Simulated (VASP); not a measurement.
# Ta2N (P-3m1) in VASP: a series of runs

Ta2N is run at these levels: LDA; tasks: single point, relaxation of cell and atoms.

Program: VASP 6.6.1. These are calculated values, not measurements. Logs are shortened: lines on timing, memory, paths and dates and some standing lists are left out, and cuts for length are marked.

## Step 1: The cell of the first run

It takes space group P-3m1 (No. 164, trigonal). The conventional cell has a = 3.062 Å, b = 3.062 Å, c = 4.787 Å, α = 90.00°, β = 90.00°, γ = 120.00°. Within 2.8 Å of Ta (site symmetry 3m) lie 3 N at 2.14 Å. Within 2.8 Å of N (site symmetry -3m) lie 6 Ta at 2.14 Å.

## Step 2: Single point, LDA

INCAR reads:

```
SYSTEM = Ta2N
PREC = Accurate
ENCUT = 520
EDIFF = 1E-7
ISMEAR = 0
SIGMA = 0.15
LREAL = .FALSE.
LASPH = .TRUE.
NELM = 80
ALGO = Normal
ISIF = 2
LWAVE = .FALSE.
LCHARG = .TRUE.
LELF = .TRUE.
LVHAR = .TRUE.
NBANDS = 20
```

KPOINTS reads:

```
Automatic mesh
0
G
  15 15 8
  0 0 0
```

POSCAR reads:

```
Ta2N
1.0
    3.0618406011      0.0000000000      0.0000000000
   -1.5309203006      2.6516317429      0.0000000000
    0.0000000000      0.0000000000      4.7871626750
Ta N
2 1
Direct
    0.6666666667      0.3333333333      0.7466885012
    0.3333333333      0.6666666667      0.2533114988
    0.0000000000      0.0000000000      0.0000000000
```

Potentials or basis: VASP PAW LDA potentials, release 64 (Ta_pv, N).

On the command line:

```console
$ cat potpaw_LDA.64/Ta_pv/POTCAR potpaw_LDA.64/N/POTCAR > POTCAR
$ mpirun -np 1 vasp_std > vasp.out
```

OUTCAR:

```text
SYSTEM = Ta2N
   PREC = Accurate
   ENCUT = 520
   EDIFF = 1E-7
   ISMEAR = 0
   LREAL = .FALSE.
   LASPH = .TRUE.
   NELM = 80
   ISIF = 2

 ion  position               nearest neighbor table
   1  0.667  0.333  0.747-   3 2.14   3 2.14   3 2.14   2 2.95   2 2.95   2 2.95   2 3.00   2 3.00
                             2 3.00
   2  0.333  0.667  0.253-   3 2.14   3 2.14   3 2.14   1 2.95   1 2.95   1 2.95   1 3.00   1 3.00
                             1 3.00
   3  0.000  0.000  0.000-   1 2.14   2 2.14   1 2.14   2 2.14   1 2.14   2 2.14

  LATTYP: Found a hexagonal cell.
 ALAT       =     3.0618406011
 C/A-ratio  =     1.5634918007

  Lattice vectors:

 A1 = (   3.0618406011,   0.0000000000,   0.0000000000)
 A2 = (  -1.5309203006,   2.6516317429,   0.0000000000)
 A3 = (   0.0000000000,   0.0000000000,   4.7871626750)

Analysis of symmetry for initial positions (statically):
=====================================================================
 Subroutine PRICEL returns:
 Original cell was already a primitive cell.

 Routine SETGRP: Setting up the symmetry group for a
 hexagonal supercell.

 Subroutine GETGRP returns: Found 12 space group operations
 (whereof 12 operations were pure point group operations)
 out of a pool of 24 trial point group operations.

The static configuration has the point symmetry D_3d.

Analysis of symmetry for dynamics (positions and initial velocities):
=====================================================================
 Subroutine PRICEL returns:
 Original cell was already a primitive cell.

 Routine SETGRP: Setting up the symmetry group for a
 hexagonal supercell.

 Subroutine GETGRP returns: Found 12 space group operations
 (whereof 12 operations were pure point group operations)
 out of a pool of 24 trial point group operations.

The dynamic configuration has the point symmetry D_3d.

 Subroutine INISYM returns: Found 12 space group operations
 (whereof 12 operations are pure point group operations),
 and found     1 'primitive' translations

----------------------------------------------------------------------------------------

                                     Primitive cell

  volume of cell :      38.8664

  direct lattice vectors                    reciprocal lattice vectors
     3.061840601  0.000000000  0.000000000     0.326600934  0.188563137  0.000000000
    -1.530920301  2.651631743  0.000000000     0.000000000  0.377126274  0.000000000
[... 87 lines left out ...]
   EDIFF  = 0.1E-06   stopping-criterion for ELM
   LREAL  =      F    real-space projection
   EDIFFG = 0.1E-05   stopping-criterion for IOM
   NSW    =      0    number of steps for IOM
   IBRION =     -1    ionic relax: 0-MD 1-quasi-New 2-CG
   NFREE  =      0    steps in history (QN), initial steepest desc. (CG)
   ISIF   =      2    stress and relaxation
   ISYM   =      2    0-nonsym 1-usesym 2-fastsym
   POTIM  = 0.5000    time-step for ionic-motion
   TEBEG  =    0.0;   TEEND  =   0.0 temperature during run
   PSTRESS=    0.0 pullay stress
   NELECT =      27.0000    total number of electrons
   NUPDOWN=      -1.0000    fix difference up-down
   EMIN   =  10.00;   EMAX   =-10.00  energy-range for DOS
   EFERMI =   0.00;   METHOD = LEGACY
   ISMEAR =     0;   SIGMA  =   0.15  broadening in eV -4-tet -1-fermi 0-gaus
   EFERMI_NEDOS =   21; number of points for ismear=-14 and -15
   IALGO  =     38    algorithm
   IMIX   =      4    mixing-type and parameters
     AMIX     =   0.40;   BMIX     =  1.00
     AMIX_MAG =   1.60;   BMIX_MAG =  1.00
  volume/ion in A,a.u.               =      12.96        87.43
  Fermi-wavevector in a.u.,A,eV,Ry     =   1.449900  2.739914 28.602310  2.102210
  Thomas-Fermi vector in A             =   2.567574
   LORBIT       =      0    0 simple, 1 ext, 2 COOP (PROOUT), +10 PAW based schemes
   GGA     = CA    functional components
   LHFCALC =     F    Hartree Fock is set to
   AEXX    =    0.0000 exact exchange contribution
   IVDW    =     0    specifies the selected vdW correction
   LEPSILON=     F    determine dielectric tensor
   LRPA    =     F    only Hartree local field effects (RPA)
 non-spin polarized calculation
 Gauss-broadening in eV      SIGMA  =   0.15
  energy-cutoff  :      520.00
  volume of cell :       38.87
 maximum number of plane-waves:      1085
 NGX is ok and might be reduce to    24
   NGX = 11   NGY = 11   NGZ = 17

 number of electron      27.0000002 magnetization

 Free energy of the ion-electron system (eV)
  ---------------------------------------------------
  ext. energy  EPLUGINS =         0.00000000
  ---------------------------------------------------
  free energy    TOTEN  =       -37.66030283 eV

  energy without entropy =      -37.64763617  energy(sigma->0) =      -37.65396950

 E-fermi :   7.7901     XC(G=0): -13.3072

 val. band max:        7.7853888038   @ k =   0.2000   0.0667   0.0000
 cond. band min:       7.8036218841   @ k =   0.0667   0.0667   0.1250
 fundamental gap:      0.0182330802
 Fermi energy:         7.7901093770

 k-point     1 :       0.0000    0.0000    0.0000
  band No.  band energies     occupation
      1     -27.7089      2.00000
      2     -26.8237      2.00000
      3     -26.8237      2.00000
      4     -26.6749      2.00000
      5     -26.6749      2.00000
      6     -26.5426      2.00000
[... 541 lines left out ...]
     19      12.3584      0.00000
     20      14.2502      0.00000

 [... further k-points ...]

------------------------ aborting loop because EDIFF is reached ----------------------------------------

  FORCE on cell =-STRESS in cart. coord.  units (eV):
  Direction    XX          YY          ZZ          XY          YZ          ZX
  --------------------------------------------------------------------------------------
  -------------------------------------------------------------------------------------
  Total        0.4220964      0.4220964      0.3241467     -0.0000000      0.0000000      0.0000000
  in kB       17.3999613     17.3999613     13.3622076     -0.0000000      0.0000000      0.0000000
  external PRESSURE =      16.0540434 kB  Pullay stress =       0.0000000 kB

 VOLUME and BASIS-vectors are now :
 -----------------------------------------------------------------------------
  energy-cutoff  :      520.00
  volume of cell :       38.87
      direct lattice vectors                 reciprocal lattice vectors
     3.061840601  0.000000000  0.000000000     0.326600934  0.188563137  0.000000000
    -1.530920301  2.651631743  0.000000000     0.000000000  0.377126274  0.000000000
     0.000000000  0.000000000  4.787162675     0.000000000  0.000000000  0.208892003

 POSITION                                       TOTAL-FORCE (eV/Angst)
 -----------------------------------------------------------------------------------
      1.53092      0.88388      3.57452        -0.000000     -0.000000     -0.053957
     -0.00000      1.76775      1.21264         0.000000      0.000000      0.053957
      0.00000      0.00000      0.00000         0.000000      0.000000      0.000000
 -----------------------------------------------------------------------------------
    total drift:                                0.000000     -0.000000      0.000000

  FREE ENERGIE OF THE ION-ELECTRON SYSTEM (eV)
  ---------------------------------------------------
  free  energy   TOTEN  =       -37.6603028262 eV

  energy  without entropy=      -37.6476361749  energy(sigma->0) =      -37.65396950
```

stdout:

```text
POSCAR found type information on POSCAR TaN
 POSCAR found :  2 types and       3 ions
 scaLAPACK will be used
 LDA part: xc-table for (Slater(with rela. corr.)+CA(PZ))
 , standard interpolation
 POSCAR, INCAR and KPOINTS ok, starting setup
 FFT: planning ... GRIDC
 FFT: planning ... GRID_SOFT
 FFT: planning ... GRID
 WAVECAR not read
 entering main loop
```

It took 2.8 min on 1 thread of Intel Xeon 8259CL, shared host; peak memory 0.25 GiB.

What came out:

- Free energy: -37.6603 eV
- Pressure: 1.6 GPa
- Largest force: 0.054 eV/Å

Forces in eV/Å, atoms in the order of the input:
```
Ta   0.000  0.000 -0.054
Ta   0.000  0.000  0.054
N    0.000  0.000  0.000
```

Caveat: spin-orbit coupling is left out, which moves the levels of the heavy elements.

## Step 3: Single point, LDA

INCAR reads:

```
SYSTEM = Ta2N
ALGO     = Normal         ! electronic algorithm
EDIFF    = 1E-6           ! SCF threshold, eV
ENCUT    = 520            ! plane-wave cutoff, eV
ISIF     = 2              ! what is computed and relaxed
ISMEAR   = 0              ! smearing method
LASPH    = .TRUE.         ! aspherical terms in the spheres
LCHARG   = .FALSE.        ! write CHGCAR
LREAL    = .FALSE.        ! projectors in reciprocal space
LWAVE    = .FALSE.        ! write WAVECAR
NBANDS   = 20             ! bands
NELM     = 80             ! most SCF steps
PREC     = Accurate       ! precision mode
SIGMA    = 0.1            ! smearing width, eV
```

KPOINTS reads:

```
k-points
0
G
  15 15 10
  0 0 0
```

POSCAR is that of step 2.

Potentials or basis: VASP PAW LDA potentials, release 64 (Ta_pv, N).

On the command line:

```console
$ cat potpaw_LDA.64/Ta_pv/POTCAR potpaw_LDA.64/N/POTCAR > POTCAR
$ mpirun -np 1 vasp_std > vasp.out
```

Wall time 2.8 min (1 thread of Intel Xeon 8259CL, shared host); peak memory 0.27 GiB.

Results (log left out):

| Property | Result |
| --- | --- |
| Free energy | -37.6571 eV |
| Pressure | 1.6 GPa |
| Largest force | 0.050 eV/Å |

Forces on the atoms (eV/Å):
```
Ta   0.000  0.000 -0.050
Ta   0.000  0.000  0.050
N    0.000  0.000  0.000
```

Stress tensor (GPa, compression positive):
```
1.63 0.00 0.00
0.00 1.63 0.00
0.00 0.00 1.49
```

Levels at points of the mesh, in eV from the Fermi level:
```csv
k point,band 10,band 11,band 12,band 13,band 14,band 15,band 16,band 17,band 18,band 19
"(0.00, 0.00, 0.00)",-6.33,-4.72,-0.70,-0.27,-0.27,0.27,0.27,0.39,1.28,1.28
"(0.00, 0.00, 0.50)",-6.51,-2.87,-2.57,-1.21,-1.21,1.92,2.32,2.40,2.40,2.82
```

Caveat: spin-orbit coupling is left out, which moves the levels of the heavy elements.

## Step 4: Single point, LDA

INCAR reads:

```
PREC     = Accurate       # precision mode
ENCUT    = 520            # plane-wave cutoff, eV
EDIFF    = 1E-6           # SCF threshold, eV
ISMEAR   = 0              # smearing method
SIGMA    = 0.15           # smearing width, eV
LREAL    = F              # projectors in reciprocal space
LASPH    = T              # aspherical terms in the spheres
NELM     = 100            # most SCF steps
ALGO     = Normal         # electronic algorithm
ISIF     = 2              # what is computed and relaxed
LWAVE    = F              # write WAVECAR
LCHARG   = F              # write CHGCAR
GGA      = CA             # functional
NBANDS   = 20             # bands
```

KPOINTS reads:

```
Automatic mesh
0
Gamma
  18 18 10
```

POSCAR is that of step 3.

On the command line:

```console
$ cat potpaw_LDA.64/Ta_pv/POTCAR potpaw_LDA.64/N/POTCAR > POTCAR
$ mpirun -np 1 vasp_std > vasp.out
```

Run time: 3.7 min. Hardware: 1 thread of Intel Xeon 8259CL, shared host; peak memory 0.33 GiB.

It converged, with:

| Property | Result |
| --- | --- |
| Free energy | -37.6605 eV |
| Pressure | 1.6 GPa |
| Largest force | 0.067 eV/Å |

Forces on the atoms (eV/Å):
```
Ta   0.000  0.000 -0.067
Ta   0.000  0.000  0.067
N    0.000  0.000  0.000
```

Stress tensor (GPa, compression positive):
```
1.66 0.00 0.00
0.00 1.66 0.00
0.00 0.00 1.52
```

Levels at points of the mesh, in eV from the Fermi level:
| k point | band 10 | band 11 | band 12 | band 13 | band 14 | band 15 | band 16 | band 17 |
| --- | --- | --- | --- | --- | --- | --- | --- | --- |
| (0.00, 0.00, 0.00) | -6.33 | -4.72 | -0.70 | -0.27 | -0.27 | 0.27 | 0.27 | 0.39 |
| (0.50, 0.00, 0.00) | -6.61 | -4.76 | -2.56 | -1.25 | 1.94 | 2.04 | 3.94 | 4.23 |
| (0.00, 0.00, 0.50) | -6.51 | -2.87 | -2.57 | -1.21 | -1.21 | 1.92 | 2.32 | 2.40 |
| (0.50, 0.00, 0.50) | -6.31 | -3.43 | -2.04 | -2.01 | -0.16 | 0.82 | 3.46 | 3.72 |

Caveat: spin-orbit coupling is left out, which moves the levels of the heavy elements.

## Step 5: Relaxation of cell and atoms, LDA

INCAR reads:

```
SYSTEM = Ta2N
  PREC = Accurate
  ENCUT = 600
  EDIFF = 1E-6
  ISMEAR = 0
  SIGMA = 0.1
  LREAL = .False.
  LASPH = .True.
  NELM = 100
  ALGO = Normal
  ISIF = 3
  LWAVE = .False.
  LCHARG = .False.
  IBRION = 2
  NSW = 100
  EDIFFG = -0.005
```

KPOINTS reads:

```
Automatic mesh
0
Gamma
  15 15 10
  0 0 0
```

POSCAR reads:

```
Ta2N
1.0
    3.0673627322      0.0000000000      0.0000000000
   -1.5336813661      2.6564140487      0.0000000000
    0.0000000000      0.0000000000      4.7766461298
Ta N
2 1
Direct
    0.6666666667      0.3333333333      0.7479585129
    0.3333333333      0.6666666667      0.2520414871
    0.0000000000      0.0000000000      0.0000000000
```

On the command line:

```console
$ cat potpaw_LDA.64/Ta_pv/POTCAR potpaw_LDA.64/N/POTCAR > POTCAR
$ mpirun -np 1 vasp_std > vasp.out
```

It took 14 min on 1 thread of Intel Xeon 8259CL, shared host; peak memory 0.31 GiB.

The run converged. Its results:

* Free energy: -37.6587 eV
* Relaxed volume: 13.02 Å³/atom
* Relaxed cell: a = 3.067 Å, b = 3.067 Å, c = 4.793 Å, α = 90.00°, β = 90.00°, γ = 120.00°
* Space group after relaxing (to 0.05 Å): P-3m1 (No. 164)
* Energy gained by relaxing: 0.6 meV/atom
* Ionic steps: 7
* Pressure after relaxing: 0.0 GPa

Forces on the atoms (eV/Å):
```
Ta   0.000  0.000  0.003
Ta   0.000  0.000 -0.003
N    0.000  0.000  0.000
```

Step by step:
```csv
step,energy change (eV),largest force (eV/Å),pressure (GPa),volume (Å³)
1,0.0000,0.1653,1.49,38.92
2,0.0063,0.1556,-4.36,39.61
3,-0.0013,0.0679,-0.28,39.12
4,-0.0017,0.0009,-0.05,39.06
5,-0.0017,0.0179,0.03,39.05
6,-0.0017,0.0136,0.03,39.05
7,-0.0018,0.0028,0.00,39.05
```

Final structure:
```
Ta N
1.0
     3.06731    0.00000    0.00000
    -1.53366    2.65637    0.00000
     0.00000    0.00000    4.79315
Ta N
2 1
Direct
  0.66667 0.33333 0.74658
  0.33333 0.66667 0.25342
  0.00000 0.00000 0.00000
```

Levels at points of the mesh, in eV from the Fermi level:
```tsv
k point	band 10	band 11	band 12	band 13	band 14	band 15	band 16	band 17
(0.00, 0.00, 0.00)	-6.30	-4.72	-0.69	-0.27	-0.27	0.26	0.26	0.38
(0.00, 0.00, 0.50)	-6.48	-2.86	-2.56	-1.20	-1.20	1.92	2.29	2.38
```

Caveat: spin-orbit coupling is left out, which moves the levels of the heavy elements.

## Step 6: The runs side by side

| task | cell | k mesh | cutoff (eV) | smearing | gap on the mesh (eV) | pressure (GPa) | largest force (eV/Å) |
| --- | --- | --- | --- | --- | --- | --- | --- |
| single point | a = 3.062, b = 3.062, c = 4.787 Å, angles 90.0, 90.0, 120.0°, 3 atoms | 15 × 15 × 8 | 520 | gaussian 0.15 eV | none | 1.6 | 0.05 |
| single point | a = 3.062, b = 3.062, c = 4.787 Å, angles 90.0, 90.0, 120.0°, 3 atoms | 15 × 15 × 10 | 520 | gaussian 0.1 eV | none | 1.6 | 0.05 |
| single point | a = 3.062, b = 3.062, c = 4.787 Å, angles 90.0, 90.0, 120.0°, 3 atoms | 18 × 18 × 10 | 520 | gaussian 0.15 eV | none | 1.6 | 0.07 |
| relaxation of cell and atoms | relaxed from a = 3.067, b = 3.067, c = 4.777 Å, angles 90.0, 90.0, 120.0°, 3 atoms | 15 × 15 × 10 | 600 | gaussian 0.1 eV | none | 0.0 | - |

Alike in all rows: level LDA; potentials or basis VASP PAW LDA potentials, release 64 (Ta_pv, N); no spin polarisation.

Every run on the cell as given and a fine mesh finds a metal.

Caveats: spin-orbit coupling is left out, which moves the levels of the heavy elements.

Total energies depend on the potentials used, so only differences within one code and one set of settings carry meaning.
